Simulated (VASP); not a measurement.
Write the native input for VASP 6.6.1 that does the following.

- Task: single point
- Functional: LDA
- Potentials or basis: VASP PAW LDA potentials, release 64 (Os)
- Cutoff: 520 eV
- k mesh: 13 × 13 × 8
- Occupations: fermi-dirac, width 0.3 eV
- Spin: no spin polarisation
- Dipole correction: no
- Further INCAR settings: ALGO = Normal; EDIFF = 1e-07; NBANDS = 15

The structure of Os lies in POSCAR:

```
Os
1.0
    2.7175247593      0.0000000000      0.0000000000
   -1.3587623796      2.3534454770      0.0000000000
    0.0000000000      0.0000000000      4.2844606214
Os
2
Direct
    0.3333333333      0.6666666667      0.2500000000
    0.6666666667      0.3333333333      0.7500000000
```

These files were run (other wordings do the same):

INCAR

```
ALGO     = Normal         # electronic algorithm
EDIFF    = 1E-7           # SCF threshold, eV
ENCUT    = 520            # plane-wave cutoff, eV
GGA      = CA             # functional
ISIF     = 2              # what is computed and relaxed
ISMEAR   = -1             # smearing method
LASPH    = True           # aspherical terms in the spheres
LCHARG   = False          # write CHGCAR
LREAL    = False          # projectors in reciprocal space
LWAVE    = False          # write WAVECAR
NBANDS   = 15             # bands
NELM     = 100            # most SCF steps
PREC     = Accurate       # precision mode
SIGMA    = 0.3            # smearing width, eV
```

KPOINTS

```
k-points
0
Gamma
  13 13 8
```

Potentials or basis: VASP PAW LDA potentials, release 64 (Os).

Launch:

```bash
$ cat potpaw_LDA.64/Os/POTCAR > POTCAR
$ mpirun -np 1 vasp_std > vasp.out
```

Results of the run:

| Item | Value |
| --- | --- |
| Pressure | 2.7 GPa |
| Band gap on the k mesh | zero (band 8 reaches 11.85 eV, above the bottom of band 9 at 7.91 eV) |

Caveat: spin-orbit coupling is left out, which moves the levels of the heavy elements.

It took 34 s on 1 thread of Intel(R) Xeon(R) Platinum 8259CL CPU @ 2.50GHz (Skylake/Cascade Lake), on a shared host, peak memory 0.15 GiB.
